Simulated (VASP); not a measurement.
A run of VASP 6.6.1 is set up as follows.

The input INCAR:

```
  ALGO = Fast
  EDIFF = 1E-6
  EDIFFG = -0.01
  ENCUT = 600
  GGA = PS
  IBRION = 2
  ISIF = 4
  ISMEAR = 0
  LASPH = T
  LCHARG = F
  LREAL = F
  LWAVE = F
  NELM = 80
  NSW = 50
  PREC = Accurate
  SIGMA = 0.1
```

The input KPOINTS:

```
k-points
0
Gamma
  14 14 14
```

Contents of POSCAR:

```
Sn
1.0
   -2.9387127928      2.9387127928      1.6026994017
    2.9387127928     -2.9387127928      1.6026994017
    2.9387127928      2.9387127928     -1.6026994017
Sn
2
Direct
    0.7500000000      0.2500000000      0.5000000000
    0.0000000000      0.0000000000      0.0000000000
```

Potentials or basis: VASP PAW PBE potentials, release 64 (Sn_d).

Command:

```sh
$ cat potpaw_PBE.64/Sn_d/POTCAR > POTCAR
$ mpirun -np 1 vasp_std > vasp.out
```

Task: What does it give for the band gap on the k mesh?

Result: Zero (bands 14 and 15 overlap by 3.92 eV).

Final structure:
```
CELL_PARAMETERS angstrom
-2.93871 2.93871 1.60270
2.93871 -2.93871 1.60270
2.93871 2.93871 -1.60270
ATOMIC_POSITIONS crystal
Sn 0.75000 0.25000 0.50000
Sn 0.00000 0.00000 0.00000
```

Caveat: the relaxation stopped at its first step, so nothing moved; spin-orbit coupling is left out, which moves the levels of the heavy elements.
